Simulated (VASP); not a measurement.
# Pt (Fd-3m) in VASP: notebook, part 2 of 2

VASP 6.6.1. The steps go on from the part before.

## 4. Single point, PBE

This run uses another cell than the first one, of 24.41 Å³/atom, 1.030 times its volume.

INCAR reads:

```
PREC = Accurate
ENCUT = 520
EDIFF = 1E-6
ISMEAR = 1
SIGMA = 0.05
LREAL = False
LASPH = True
NELM = 60
ALGO = Normal
ISIF = 2
LWAVE = False
LCHARG = False
GGA = PE
NBANDS = 17
```

KPOINTS reads:

```
Automatic mesh
0
Gamma
  12 12 12
```

POSCAR reads:

```
Pt
1.0
    0.0000000000      2.9009148091      2.9009148091
    2.9009148091      0.0000000000      2.9009148091
    2.9009148091      2.9009148091      0.0000000000
Pt
2
Direct
    0.0000000000      0.0000000000      0.0000000000
    0.2500000000      0.2500000000      0.2500000000
```

Potentials or basis: VASP PAW PBE potentials, release 64 (Pt).

Run with:

```
> cat potpaw_PBE.64/Pt/POTCAR > POTCAR
> mpirun -np 1 vasp_std > vasp.out
```

OUTCAR:

```text
PREC = Accurate
   ENCUT = 520
   EDIFF = 1E-6
   ISMEAR = 1
   LREAL = False
   LASPH = True
   NELM = 60
   ISIF = 2
   GGA = PE

 ion  position               nearest neighbor table
   1  0.000  0.000  0.000-   2 2.51   2 2.51   2 2.51   2 2.51
   2  0.250  0.250  0.250-   1 2.51   1 2.51   1 2.51   1 2.51

  LATTYP: Found a face centered cubic cell.
 ALAT       =     5.8018296182

  Lattice vectors:

 A1 = (   0.0000000000,   2.9009148091,   2.9009148091)
 A2 = (   2.9009148091,   0.0000000000,   2.9009148091)
 A3 = (   2.9009148091,   2.9009148091,   0.0000000000)

Analysis of symmetry for initial positions (statically):
=====================================================================
 Subroutine PRICEL returns:
 Original cell was already a primitive cell.

 Routine SETGRP: Setting up the symmetry group for a
 face centered cubic supercell.

 Subroutine GETGRP returns: Found 48 space group operations
 (whereof 24 operations were pure point group operations)
 out of a pool of 48 trial point group operations.

The static configuration has the point symmetry T_d .
 The point group associated with its full space group is O_h .

Analysis of symmetry for dynamics (positions and initial velocities):
=====================================================================
 Subroutine PRICEL returns:
 Original cell was already a primitive cell.

 Routine SETGRP: Setting up the symmetry group for a
 face centered cubic supercell.

 Subroutine GETGRP returns: Found 48 space group operations
 (whereof 24 operations were pure point group operations)
 out of a pool of 48 trial point group operations.

The dynamic configuration has the point symmetry T_d .
 The point group associated with its full space group is O_h .

 Subroutine INISYM returns: Found 48 space group operations
[... 106 lines left out ...]
   TEBEG  =    0.0;   TEEND  =   0.0 temperature during run
   PSTRESS=    0.0 pullay stress
   NELECT =      20.0000    total number of electrons
   NUPDOWN=      -1.0000    fix difference up-down
   EMIN   =  10.00;   EMAX   =-10.00  energy-range for DOS
   EFERMI =   0.00;   METHOD = LEGACY
   ISMEAR =     1;   SIGMA  =   0.05  broadening in eV -4-tet -1-fermi 0-gaus
   EFERMI_NEDOS =   21; number of points for ismear=-14 and -15
   IALGO  =     38    algorithm
   IMIX   =      4    mixing-type and parameters
     AMIX     =   0.40;   BMIX     =  1.00
     AMIX_MAG =   1.60;   BMIX_MAG =  1.00
  volume/ion in A,a.u.               =      24.41       164.74
  Fermi-wavevector in a.u.,A,eV,Ry     =   1.215831  2.297587 20.112742  1.478245
  Thomas-Fermi vector in A             =   2.351205
   LORBIT       =      0    0 simple, 1 ext, 2 COOP (PROOUT), +10 PAW based schemes
   GGA     = PE    functional components
   LHFCALC =     F    Hartree Fock is set to
   AEXX    =    0.0000 exact exchange contribution
   IVDW    =     0    specifies the selected vdW correction
   LEPSILON=     F    determine dielectric tensor
   LRPA    =     F    only Hartree local field effects (RPA)
 non-spin polarized calculation
 Methfessel and Paxton  Order N= 1 SIGMA  =   0.05
  energy-cutoff  :      520.00
  volume of cell :       48.82
 maximum number of plane-waves:      1363
   NGX = 15   NGY = 15   NGZ = 15

 number of electron      20.0000000 magnetization

 Free energy of the ion-electron system (eV)
  ---------------------------------------------------
  ext. energy  EPLUGINS =         0.00000000
  ---------------------------------------------------
  free energy    TOTEN  =       -10.04893045 eV

  energy without entropy =      -10.04854787  energy(sigma->0) =      -10.04880293

 E-fermi :   4.8698     XC(G=0): -10.3544

 val. band max:        4.8687556042   @ k =  -0.3333   0.4167   0.0833
 cond. band min:       4.8735310086   @ k =  -0.1667   0.0833   0.0000
 fundamental gap:      0.0047754043
 Fermi energy:         4.8697959406

 k-point     1 :       0.0000    0.0000    0.0000
  band No.  band energies     occupation
      1      -2.0026      2.00000
      2       0.5296      2.00000
      3       0.5296      2.00000
      4       0.6697      2.00000
      5       0.6697      2.00000
      6       0.6697      2.00000
[... 457 lines left out ...]
      4       0.5915      2.00000
      5       1.0242      2.00000
      6       1.3364      2.00000
[... 9 lines left out ...]
     16      17.4305      0.00000
     17      18.9791      0.00000

 [... further k-points ...]
[... 5 lines left out ...]
  --------------------------------------------------------------------------------------
  -------------------------------------------------------------------------------------
  Total       -0.6112443     -0.6112443     -0.6112443      0.0000000     -0.0000000      0.0000000
  in kB      -20.0581305    -20.0581305    -20.0581305      0.0000000     -0.0000000      0.0000000
  external PRESSURE =     -20.0581305 kB  Pullay stress =       0.0000000 kB

 VOLUME and BASIS-vectors are now :
 -----------------------------------------------------------------------------
  energy-cutoff  :      520.00
  volume of cell :       48.82
      direct lattice vectors                 reciprocal lattice vectors
     0.000000000  2.900914809  2.900914809    -0.172359422  0.172359422  0.172359422
     2.900914809  0.000000000  2.900914809     0.172359422 -0.172359422  0.172359422
     2.900914809  2.900914809  0.000000000     0.172359422  0.172359422 -0.172359422

 POSITION                                       TOTAL-FORCE (eV/Angst)
 -----------------------------------------------------------------------------------
      0.00000      0.00000      0.00000         0.000000      0.000000      0.000000
      1.45046      1.45046      1.45046        -0.000000     -0.000000     -0.000000
 -----------------------------------------------------------------------------------
    total drift:                               -0.000000      0.000000      0.000000

  FREE ENERGIE OF THE ION-ELECTRON SYSTEM (eV)
  ---------------------------------------------------
  free  energy   TOTEN  =       -10.0489304525 eV

  energy  without entropy=      -10.0485478729  energy(sigma->0) =      -10.04880293
```

OSZICAR:

```text
N       E                     dE             d eps       ncg     rms          rms(c)
DAV:   1     0.997555232172E+02    0.99756E+02   -0.97037E+03  2512   0.106E+03
DAV:   2    -0.858021425188E+01   -0.10834E+03   -0.10159E+03  2708   0.222E+02
DAV:   3    -0.107648313546E+02   -0.21846E+01   -0.21585E+01  3010   0.313E+01
DAV:   4    -0.107816763565E+02   -0.16845E-01   -0.16843E-01  2876   0.289E+00
DAV:   5    -0.107819800189E+02   -0.30366E-03   -0.30366E-03  3005   0.406E-01    0.118E+01
DAV:   6    -0.100882410509E+02    0.69374E+00   -0.20858E+00  2774   0.103E+01    0.705E+00
DAV:   7    -0.100580166432E+02    0.30224E-01   -0.41281E-02  2786   0.138E+00    0.368E+00
DAV:   8    -0.100489420417E+02    0.90746E-02   -0.77836E-03  2586   0.533E-01    0.118E-01
DAV:   9    -0.100489166351E+02    0.25407E-04   -0.55345E-04  2753   0.159E-01    0.727E-02
DAV:  10    -0.100489312500E+02   -0.14615E-04   -0.59401E-05  2976   0.542E-02    0.152E-02
DAV:  11    -0.100489304525E+02    0.79755E-06   -0.46897E-07  1989   0.518E-03
   1 F= -.10048930E+02 E0= -.10048803E+02  d E =-.382580E-03
```

stdout:

```text
POSCAR found type information on POSCAR Pt
 POSCAR found :  1 types and       2 ions
 scaLAPACK will be used
 LDA part: xc-table for (Slater+PW92), standard interpolation
 POSCAR, INCAR and KPOINTS ok, starting setup
 FFT: planning ... GRIDC
 FFT: planning ... GRID_SOFT
 FFT: planning ... GRID
 WAVECAR not read
 entering main loop
```

Run time: 61 s. Hardware: 1 thread of AMD EPYC 7R13, shared host; peak memory 0.18 GiB.

What came out:

```
Free energy            : -10.0489 eV
Pressure               : -2.0 GPa
Band gap on the k mesh : zero (band 10 reaches 5.05 eV, above the bottom of band 11 at 4.46 eV)
```

Levels at points of the mesh, in eV from the Fermi level:
```
           k point  band 6  band 7  band 8  band 9  band 10  band 11  band 12  band 13  band 14  band 15
(0.00, 0.00, 0.00)   -4.20   -1.80   -1.80   -1.80    -0.11    -0.11    10.33    10.52    11.40    11.40
(0.50, 0.00, 0.00)   -4.02   -1.34   -1.34   -1.23    -0.41    -0.41     0.72     7.86     7.86     9.93
(0.50, 0.50, 0.00)   -3.27   -2.39   -2.39   -0.16    -0.16     1.25     1.25     3.90     3.90     9.27
```

Caveat: spin-orbit coupling is left out, which moves the levels of the heavy elements.

## 5. Single point, PBE

This run uses another cell than the first one, of 24.03 Å³/atom, 1.014 times its volume.

INCAR reads:

```
ALGO = Normal
EDIFF = 1E-6
ENCUT = 520
GGA = PE
ISIF = 2
ISMEAR = 1
LASPH = True
LCHARG = True
LELF = True
LREAL = False
LVHAR = True
LWAVE = False
NBANDS = 17
NELM = 60
PREC = Accurate
SIGMA = 0.05
```

KPOINTS reads:

```
k-points
0
Gamma
  13 13 13
```

POSCAR reads:

```
Pt
1.0
    0.0000000000      2.8856843506      2.8856843506
    2.8856843506      0.0000000000      2.8856843506
    2.8856843506      2.8856843506      0.0000000000
Pt
2
Direct
    0.0000000000      0.0000000000      0.0000000000
    0.2500000000      0.2500000000      0.2500000000
```

Run with:

```
> cat potpaw_PBE.64/Pt/POTCAR > POTCAR
> mpirun -np 1 vasp_std > vasp.out
```

It took 28 s on 1 thread of Intel Xeon 6975P-C (Granite Rapids), shared host; peak memory 0.2 GiB.

Results (log left out):

| Quantity | Value |
| --- | --- |
| Free energy | -10.0536 eV |
| Pressure | -0.4 GPa |
| Band gap on the k mesh | zero (band 10 reaches 5.23 eV, above the bottom of band 11 at 4.65 eV) |

Levels at points of the mesh, in eV from the Fermi level:
| k point | band 6 | band 7 | band 8 | band 9 | band 10 | band 11 | band 12 | band 13 | band 14 | band 15 |
| --- | --- | --- | --- | --- | --- | --- | --- | --- | --- | --- |
| (0.00, 0.00, 0.00) | -4.28 | -1.83 | -1.83 | -1.83 | -0.10 | -0.10 | 10.44 | 10.58 | 11.55 | 11.55 |

Caveat: spin-orbit coupling is left out, which moves the levels of the heavy elements.

## 6. Overview

| cell | k mesh | gap on the mesh (eV) | pressure (GPa) |
| --- | --- | --- | --- |
| a = 4.062 Å, angles 60.0°, 2 atoms | 12 × 12 × 12 | none | 1.4 |
| a = 4.082 Å, angles 60.0°, 2 atoms | 12 × 12 × 12 | none | -0.4 |
| a = 4.103 Å, angles 60.0°, 2 atoms | 12 × 12 × 12 | none | -2.0 |
| a = 4.081 Å, angles 60.0°, 2 atoms | 13 × 13 × 13 | none | -0.4 |

Alike in all rows: task single point; level PBE; potentials or basis VASP PAW PBE potentials, release 64 (Pt); no spin polarisation; cutoff (eV) 520; smearing methfessel-paxton 0.05 eV.

Caveats: spin-orbit coupling is left out, which moves the levels of the heavy elements.

Total energies depend on the potentials used, so only differences within one code and one set of settings carry meaning.
